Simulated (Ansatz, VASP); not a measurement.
**One calculation of AlN, two programs**

```
Al N
1.0
     3.31212    0.00000    0.00000
    -1.65606    2.86838    0.00000
     0.00000    0.00000    4.18756
Al N
2 2
Direct
  0.36820 0.68410 0.75000
  0.70153 0.35076 0.25000
  0.33333 0.66667 0.25000
  0.66667 0.33333 0.75000
```

Change from the starting cell: all Al atoms moved -0.100 Å, as atom 1 towards its neighbour atom 4 (N) at 1.912 Å.

Alike in both runs: task single point; functional PBEsol; k mesh 12 × 12 × 6; occupations gaussian, width 0.05 eV; no spin polarisation.

|  | VASP | Ansatz |
| --- | --- | --- |
| version | VASP 6.6.1 | Ansatz 0.2.0 |
| potentials or method | VASP PAW PBE potentials, release 64 (Al, N), cutoff 520 eV | scalar-relativistic, plane waves, PAW |
| valence electrons in the cell | 16 | 16 |

```csv
,VASP,Ansatz,Ansatz less VASP
gap on the k mesh at the Fermi level (eV),3.17,3.15,-0.013
least direct gap on the mesh (eV),3.17,3.15,-0.013
pressure (GPa),-2.1,-2.0,+0.09
"traceless stress, the component that is largest in VASP (GPa)",-2.35,-2.29,+0.058
rms of the force components (eV/Å),0.899,0.890,-0.0093
```

VASP's potentials were made for PBE, not for PBEsol. Atom by atom the forces differ by 0.009 eV/Å (rms over components).
